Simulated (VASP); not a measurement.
# Hf4C (P-3m1) in VASP: notebook, part 3 of 3

VASP 6.6.1.

**4. Single point, PBE (volume scaled by 0.88, then relaxed in part)**

The input, INCAR:

```
SYSTEM = Hf4C
ALGO = Normal ; EDIFF = 1E-6
ENCUT = 520 ; GGA = PE
ISIF = 2 ; ISMEAR = 0
LASPH = .TRUE. ; LCHARG = .FALSE.
LREAL = .FALSE. ; LWAVE = .FALSE.
NBANDS = 30 ; NELM = 80
PREC = Accurate ; SIGMA = 0.1
```

The input, KPOINTS:

```
k-points
0
G
  12 12 4
  0 0 0
```

The input, POSCAR:

```
Hf4C
1.0
    3.1172554662      0.0000000000      0.0000000000
   -1.5586277331      2.6996224238      0.0000000000
    0.0000000000      0.0000000000      9.8986714494
Hf C
4 1
Direct
    0.6666666667      0.3333333333      0.8697461937
    0.3333333333      0.6666666667      0.1302538063
    0.6666666667      0.3333333333      0.3816032210
    0.3333333333      0.6666666667      0.6183967790
    0.0000000000      0.0000000000      0.0000000000
```

Potentials or basis: VASP PAW PBE potentials, release 64 (Hf_pv, C).

Run with:

```sh
$ cat potpaw_PBE.64/Hf_pv/POTCAR potpaw_PBE.64/C/POTCAR > POTCAR
$ mpirun -np 1 vasp_std > vasp.out
```

OUTCAR:

```text
SYSTEM = Hf4C
   EDIFF = 1E-6
   ENCUT = 520
   GGA = PE
   ISIF = 2
   ISMEAR = 0
   LASPH = .TRUE.
   LREAL = .FALSE.
   NELM = 80
   PREC = Accurate

 ion  position               nearest neighbor table
   1  0.667  0.333  0.870-   5 2.21   5 2.21   5 2.21   4 3.07   4 3.07   4 3.07   2 3.14   2 3.14
                             2 3.14
   2  0.333  0.667  0.130-   5 2.21   5 2.21   5 2.21   3 3.07   3 3.07   3 3.07   1 3.14   1 3.14
                             1 3.14
   3  0.667  0.333  0.382-   4 2.96   4 2.96   4 2.96   2 3.07   2 3.07   2 3.07
   4  0.333  0.667  0.618-   3 2.96   3 2.96   3 2.96   1 3.07   1 3.07   1 3.07
   5  0.000  0.000  0.000-   1 2.21   2 2.21   2 2.21   1 2.21   1 2.21   2 2.21

  LATTYP: Found a hexagonal cell.
 ALAT       =     3.1172554662
 C/A-ratio  =     3.1754444115

  Lattice vectors:

 A1 = (   3.1172554662,   0.0000000000,   0.0000000000)
 A2 = (  -1.5586277331,   2.6996224238,   0.0000000000)
 A3 = (   0.0000000000,   0.0000000000,   9.8986714494)

Analysis of symmetry for initial positions (statically):
=====================================================================
 Subroutine PRICEL returns:
 Original cell was already a primitive cell.

 Routine SETGRP: Setting up the symmetry group for a
 hexagonal supercell.

 Subroutine GETGRP returns: Found 12 space group operations
 (whereof 12 operations were pure point group operations)
 out of a pool of 24 trial point group operations.

The static configuration has the point symmetry D_3d.

Analysis of symmetry for dynamics (positions and initial velocities):
=====================================================================
 Subroutine PRICEL returns:
 Original cell was already a primitive cell.

 Routine SETGRP: Setting up the symmetry group for a
 hexagonal supercell.

 Subroutine GETGRP returns: Found 12 space group operations
 (whereof 12 operations were pure point group operations)
 out of a pool of 24 trial point group operations.

The dynamic configuration has the point symmetry D_3d.

 Subroutine INISYM returns: Found 12 space group operations
 (whereof 12 operations are pure point group operations),
 and found     1 'primitive' translations

----------------------------------------------------------------------------------------

                                     Primitive cell

  volume of cell :      83.3014

  direct lattice vectors                    reciprocal lattice vectors
     3.117255466  0.000000000  0.000000000     0.320795010  0.185211086  0.000000000
    -1.558627733  2.699622424  0.000000000     0.000000000  0.370422171  0.000000000
     0.000000000  0.000000000  9.898671449     0.000000000  0.000000000  0.101023658

  length of vectors
     3.117255466  3.117255466  9.898671449     0.370422171  0.370422171  0.101023658

  position of ions in fractional coordinates (direct lattice)
     0.666666667  0.333333333  0.869746194
     0.333333333  0.666666667  0.130253806
     0.666666667  0.333333333  0.381603221
     0.333333333  0.666666667  0.618396779
     0.000000000  0.000000000  0.000000000

  ion indices of the primitive-cell ions
   primitive index   ion index
                 1           1
                 2           2
                 3           3
                 4           4
                 5           5

----------------------------------------------------------------------------------------

 KPOINTS: k-points

Automatic generation of k-mesh.
 Grid dimensions read from file:
 generate k-points for:   12   12    4

 Generating k-lattice:

  Cartesian coordinates                     Fractional coordinates (reciprocal lattice)
     0.026732918  0.015434257  0.000000000     0.083333333  0.000000000  0.000000000
     0.000000000  0.030868514  0.000000000     0.000000000  0.083333333  0.000000000
     0.000000000  0.000000000  0.025255915     0.000000000  0.000000000  0.250000000

  Length of vectors
     0.030868514  0.030868514  0.025255915

  Shift w.r.t. Gamma in fractional coordinates (k-lattice)
     0.000000000  0.000000000  0.000000000

 Subroutine IBZKPT returns following result:
 ===========================================

 Found     69 irreducible k-points:

 Following reciprocal coordinates:
            Coordinates               Weight
  0.000000  0.000000  0.000000      1.000000
  0.083333  0.000000  0.000000      6.000000
  0.166667  0.000000  0.000000      6.000000
  0.250000  0.000000  0.000000      6.000000
  0.333333  0.000000  0.000000      6.000000
  0.416667  0.000000  0.000000      6.000000
[... 16 lines left out ...]
  0.166667  0.000000  0.250000      6.000000
  0.000000  0.166667  0.250000      6.000000
 [... further k-points ...]
   k-points           NKPTS =     69   k-points in BZ     NKDIM =     69   number of bands    NBANDS=     30
   number of dos      NEDOS =    301   number of ions     NIONS =      5
   total plane-waves  NPLWV =  46080
   dimension x,y,z NGX =    24 NGY =   24 NGZ =   80
   dimension x,y,z NGXF=    48 NGYF=   48 NGZF=  160
   ions per type =               4   1
   NGX,Y,Z   is equivalent  to a cutoff of  12.80, 12.80, 13.44 a.u.
   NGXF,Y,Z  is equivalent  to a cutoff of  25.60, 25.60, 26.87 a.u.
 SYSTEM =  Hf4C
   PREC   = accura    normal or accurate (medium, high low for compatibility)
   ISTART =      0    job   : 0-new  1-cont  2-samecut
   ICHARG =      2    charge: 1-file 2-atom 10-const
   ISPIN  =      1    spin polarized calculation?
   LNONCOLLINEAR =      F non collinear calculations
   LSORBIT =      F    spin-orbit coupling
   LASPH  =      T    aspherical Exc in radial PAW
   ENCUT  =  520.0 eV  38.22 Ry    6.18 a.u.   5.80  5.80 18.40*2*pi/ulx,y,z
   NELM   =     80;   NELMIN=  2; NELMDL= -5     # of ELM steps
   EDIFF  = 0.1E-05   stopping-criterion for ELM
   LREAL  =      F    real-space projection
   EDIFFG = 0.1E-04   stopping-criterion for IOM
   NSW    =      0    number of steps for IOM
   IBRION =     -1    ionic relax: 0-MD 1-quasi-New 2-CG
   NFREE  =      0    steps in history (QN), initial steepest desc. (CG)
   ISIF   =      2    stress and relaxation
   ISYM   =      2    0-nonsym 1-usesym 2-fastsym
   POTIM  = 0.5000    time-step for ionic-motion
   TEBEG  =    0.0;   TEEND  =   0.0 temperature during run
   PSTRESS=    0.0 pullay stress
   NELECT =      44.0000    total number of electrons
   NUPDOWN=      -1.0000    fix difference up-down
   EMIN   =  10.00;   EMAX   =-10.00  energy-range for DOS
   EFERMI =   0.00;   METHOD = LEGACY
   ISMEAR =     0;   SIGMA  =   0.10  broadening in eV -4-tet -1-fermi 0-gaus
   EFERMI_NEDOS =   21; number of points for ismear=-14 and -15
   IALGO  =     38    algorithm
   IMIX   =      4    mixing-type and parameters
     AMIX     =   0.40;   BMIX     =  1.00
     AMIX_MAG =   1.60;   BMIX_MAG =  1.00
  volume/ion in A,a.u.               =      16.66       112.43
  Fermi-wavevector in a.u.,A,eV,Ry     =   1.323351  2.500770 23.827298  1.751257
  Thomas-Fermi vector in A             =   2.452965
   LORBIT       =      0    0 simple, 1 ext, 2 COOP (PROOUT), +10 PAW based schemes
   GGA     = PE    functional components
   LHFCALC =     F    Hartree Fock is set to
   AEXX    =    0.0000 exact exchange contribution
   IVDW    =     0    specifies the selected vdW correction
   LEPSILON=     F    determine dielectric tensor
   LRPA    =     F    only Hartree local field effects (RPA)
 non-spin polarized calculation
 Gauss-broadening in eV      SIGMA  =   0.10
  energy-cutoff  :      520.00
  volume of cell :       83.30
 maximum number of plane-waves:      2264
   NGX = 11   NGY = 11   NGZ = 37

 number of electron      43.9999995 magnetization

 Free energy of the ion-electron system (eV)
  ---------------------------------------------------
  ext. energy  EPLUGINS =         0.00000000
  ---------------------------------------------------
  free energy    TOTEN  =       -50.25711729 eV

  energy without entropy =      -50.24288720  energy(sigma->0) =      -50.25000225

 E-fermi :   5.8698     XC(G=0): -12.0299

 val. band max:        5.8647966387   @ k =   0.2500   0.1667   0.5000
 cond. band min:       5.8758206049   @ k =   0.4167   0.1667   0.0000
 fundamental gap:      0.0110239662
 Fermi energy:         5.8697540929

 k-point     1 :       0.0000    0.0000    0.0000
  band No.  band energies     occupation
      1     -24.9087      2.00000
      2     -24.2492      2.00000
      3     -24.2419      2.00000
      4     -24.0044      2.00000
      5     -24.0044      2.00000
      6     -23.8841      2.00000
[... 781 lines left out ...]
     29       8.8646      0.00000
     30       8.8809      0.00000

 [... further k-points ...]
[... 5 lines left out ...]
  --------------------------------------------------------------------------------------
  -------------------------------------------------------------------------------------
  Total       10.1054330     10.1054330     10.1186923      0.0000000      0.0000000      0.0000000
  in kB      194.3628143    194.3628143    194.6178368      0.0000000      0.0000000      0.0000000
  external PRESSURE =     194.4478218 kB  Pullay stress =       0.0000000 kB

 VOLUME and BASIS-vectors are now :
 -----------------------------------------------------------------------------
  energy-cutoff  :      520.00
  volume of cell :       83.30
      direct lattice vectors                 reciprocal lattice vectors
     3.117255466  0.000000000  0.000000000     0.320795010  0.185211086  0.000000000
    -1.558627733  2.699622424  0.000000000     0.000000000  0.370422171  0.000000000
     0.000000000  0.000000000  9.898671449     0.000000000  0.000000000  0.101023658

 POSITION                                       TOTAL-FORCE (eV/Angst)
 -----------------------------------------------------------------------------------
      1.55863      0.89987      8.60933         0.000000      0.000000      0.041062
     -0.00000      1.79975      1.28934        -0.000000     -0.000000     -0.041062
      1.55863      0.89987      3.77736         0.000000     -0.000000      0.029778
     -0.00000      1.79975      6.12131         0.000000      0.000000     -0.029778
      0.00000      0.00000      0.00000         0.000000      0.000000      0.000000
 -----------------------------------------------------------------------------------
    total drift:                                0.000000     -0.000000      0.000000

  FREE ENERGIE OF THE ION-ELECTRON SYSTEM (eV)
  ---------------------------------------------------
  free  energy   TOTEN  =       -50.2571172944 eV

  energy  without entropy=      -50.2428872005  energy(sigma->0) =      -50.25000225
```

OSZICAR:

```text
N       E                     dE             d eps       ncg     rms          rms(c)
DAV:   1     0.174940478532E+03    0.17494E+03   -0.24696E+04  4148   0.144E+03
DAV:   2    -0.439111818672E+02   -0.21885E+03   -0.21034E+03  4924   0.346E+02
DAV:   3    -0.552143503807E+02   -0.11303E+02   -0.10863E+02  5408   0.509E+01
DAV:   4    -0.554293124347E+02   -0.21496E+00   -0.21378E+00  5118   0.694E+00
DAV:   5    -0.554332091695E+02   -0.38967E-02   -0.38941E-02  5096   0.837E-01    0.111E+02
DAV:   6    -0.506464762435E+02    0.47867E+01   -0.28424E+01  5028   0.212E+01    0.680E+01
DAV:   7    -0.525425470600E+02   -0.18961E+01   -0.20314E+01  5430   0.184E+01    0.302E+01
DAV:   8    -0.502529076946E+02    0.22896E+01   -0.16126E+01  5162   0.105E+01    0.564E+00
DAV:   9    -0.502715487567E+02   -0.18641E-01   -0.69033E-01  4974   0.369E+00    0.310E+00
DAV:  10    -0.502587107894E+02    0.12838E-01   -0.80531E-02  5154   0.133E+00    0.122E+00
DAV:  11    -0.502572869235E+02    0.14239E-02   -0.15169E-02  4770   0.681E-01    0.399E-01
DAV:  12    -0.502571453261E+02    0.14160E-03   -0.10075E-03  5110   0.165E-01    0.212E-01
DAV:  13    -0.502571176083E+02    0.27718E-04   -0.26202E-04  5308   0.928E-02    0.178E-01
DAV:  14    -0.502571194047E+02   -0.17965E-05   -0.55710E-05  4920   0.351E-02    0.709E-02
DAV:  15    -0.502571170979E+02    0.23068E-05   -0.99618E-06  4486   0.158E-02    0.136E-02
DAV:  16    -0.502571172944E+02   -0.19651E-06   -0.11133E-06  3300   0.562E-03
   1 F= -.50257117E+02 E0= -.50250002E+02  d E =-.142301E-01
```

stdout:

```text
POSCAR found type information on POSCAR HfC
 POSCAR found :  2 types and       5 ions
 scaLAPACK will be used
 LDA part: xc-table for (Slater+PW92), standard interpolation
 POSCAR, INCAR and KPOINTS ok, starting setup
 FFT: planning ... GRIDC
 FFT: planning ... GRID_SOFT
 FFT: planning ... GRID
 WAVECAR not read
 entering main loop
```

It took 2.7 min on 1 thread of Intel Xeon Platinum 8488C (Sapphire Rapids), shared host; peak memory 0.28 GiB.

What came out:

```
Free energy            : -50.2571 eV
Pressure               : 19.4 GPa
Largest force          : 0.041 eV/Å
Band gap on the k mesh : zero (band 22 reaches 7.05 eV, above the bottom of band 23 at 5.29 eV)
```

Forces in eV/Å, atoms in the order of the input:
```
Hf   0.000  0.000  0.041
Hf   0.000  0.000 -0.041
Hf   0.000  0.000  0.030
Hf   0.000  0.000 -0.030
C    0.000  0.000  0.000
```

Levels at points of the mesh, in eV from the Fermi level:
| k point | band 18 | band 19 | band 20 | band 21 | band 22 | band 23 | band 24 | band 25 | band 26 | band 27 |
| --- | --- | --- | --- | --- | --- | --- | --- | --- | --- | --- |
| (0.00, 0.00, 0.00) | -2.33 | -1.50 | -0.42 | 0.76 | 1.18 | 1.18 | 1.19 | 1.19 | 1.69 | 2.16 |
| (0.50, 0.00, 0.00) | -2.64 | -2.44 | -1.14 | -0.94 | -0.60 | 0.89 | 1.01 | 1.53 | 1.58 | 3.06 |
| (0.00, 0.00, 0.50) | -2.33 | -1.87 | 0.23 | 0.84 | 1.07 | 1.07 | 1.23 | 1.53 | 1.53 | 1.71 |
| (0.50, 0.00, 0.50) | -2.43 | -1.99 | -1.79 | -1.11 | -0.76 | 0.88 | 1.28 | 1.34 | 1.82 | 3.33 |

Caveat: spin-orbit coupling is left out, which moves the levels of the heavy elements.

**5. Single point, PBE**

This run uses another cell than the first one: it holds 5 atoms, not 10.

The input, INCAR:

```
PREC     = Accurate       # precision mode
ENCUT    = 600            # plane-wave cutoff, eV
EDIFF    = 1E-6           # SCF threshold, eV
ISMEAR   = 0              # smearing method
SIGMA    = 0.1            # smearing width, eV
LREAL    = False          # projectors in reciprocal space
LASPH    = True           # aspherical terms in the spheres
NELM     = 120            # most SCF steps
ALGO     = Normal         # electronic algorithm
ISIF     = 2              # what is computed and relaxed
LWAVE    = False          # write WAVECAR
LCHARG   = True           # write CHGCAR
GGA      = PE             # functional
LELF     = True           # ELF
LVHAR    = True         
NBANDS   = 30             # bands
GGA_COMPAT= False
```

The input, KPOINTS:

```
regular mesh
0
Gamma
  6 6 2
```

The input, POSCAR:

```
Hf4C
1.0
    3.2524166227      0.0000000000      0.0000000000
   -1.6262083114      2.8166754189      0.0000000000
    0.0000000000      0.0000000000     10.4017935320
Hf C
4 1
Direct
    0.6666666667      0.3333333333      0.8762282746
    0.3333333333      0.6666666667      0.1237717254
    0.6666666667      0.3333333333      0.3818388691
    0.3333333333      0.6666666667      0.6181611309
    0.0000000000      0.0000000000      0.0000000000
```

Run with:

```sh
$ cat potpaw_PBE.64/Hf_pv/POTCAR potpaw_PBE.64/C/POTCAR > POTCAR
$ mpirun -np 1 vasp_std > vasp.out
```

Wall time 26 s (1 thread of Intel Xeon 6975P-C (Granite Rapids), shared host); peak memory 0.25 GiB.

The run converged. Its results:

| Item | Value |
| --- | --- |
| Free energy | -50.8330 eV |
| Pressure | -1.0 GPa |
| Largest force | 0.034 eV/Å |
| Band gap on the k mesh | zero (band 22 reaches 6.10 eV, above the bottom of band 23 at 4.41 eV) |

Forces in eV/Å, atoms in the order of the input:
```
Hf   0.000  0.000  0.034
Hf   0.000  0.000 -0.034
Hf   0.000  0.000  0.029
Hf   0.000  0.000 -0.029
C    0.000  0.000  0.000
```

Stress tensor (GPa, compression positive):
```
-1.25  0.00  0.00
 0.00 -1.25  0.00
 0.00  0.00 -0.61
```

Levels at points of the mesh, in eV from the Fermi level:
```tsv
k point	band 18	band 19	band 20	band 21	band 22	band 23	band 24	band 25	band 26	band 27
(0.00, 0.00, 0.00)	-2.44	-1.57	-0.63	0.55	1.15	1.15	1.18	1.18	1.47	1.89
(0.50, 0.00, 0.00)	-2.50	-2.17	-1.12	-0.96	-0.65	0.43	0.64	1.25	1.46	2.90
(0.00, 0.00, 0.50)	-2.44	-1.74	-0.33	0.82	1.07	1.07	1.09	1.46	1.46	1.54
(0.50, 0.00, 0.50)	-2.49	-1.79	-1.52	-1.03	-0.88	0.52	0.80	1.30	1.39	3.33
```

Caveat: the k points lie up to 0.37 Å⁻¹ apart; spin-orbit coupling is left out, which moves the levels of the heavy elements.

**6. The runs side by side**

| task | cell | k mesh | cutoff (eV) | smearing | gap on the mesh (eV) | pressure (GPa) | largest force (eV/Å) |
| --- | --- | --- | --- | --- | --- | --- | --- |
| single point | a = 3.248, b = 3.248, c = 20.727 Å, angles 90.0, 90.0, 120.0°, 10 atoms | 6 × 6 × 1 | 520 | gaussian 0.2 eV | none | -0.2 | 0.05 |
| relaxation of cell and atoms | relaxed from a = 3.200, b = 3.200, c = 10.000 Å, angles 90.0, 90.0, 120.0°, 5 atoms | 6 × 6 × 2 | 600 | gaussian 0.2 eV | none | 0.0 | 0.07 |
| single point | a = 3.117, b = 3.117, c = 9.899 Å, angles 90.0, 90.0, 120.0°, 5 atoms | 12 × 12 × 4 | 520 | gaussian 0.1 eV | none | 19.4 | 0.04 |
| single point | a = 3.252, b = 3.252, c = 10.402 Å, angles 90.0, 90.0, 120.0°, 5 atoms | 6 × 6 × 2 | 600 | gaussian 0.1 eV | none | -1.0 | 0.03 |

Alike in all rows: level PBE; potentials or basis VASP PAW PBE potentials, release 64 (Hf_pv, C); no spin polarisation.

Caveats: some runs use coarse meshes; spin-orbit coupling is left out, which moves the levels of the heavy elements; the relaxation stopped at a loose force limit of 0.08 eV/Å, so its end isn't a converged minimum (some runs).

Total energies depend on the potentials used, so only differences within one code and one set of settings carry meaning.
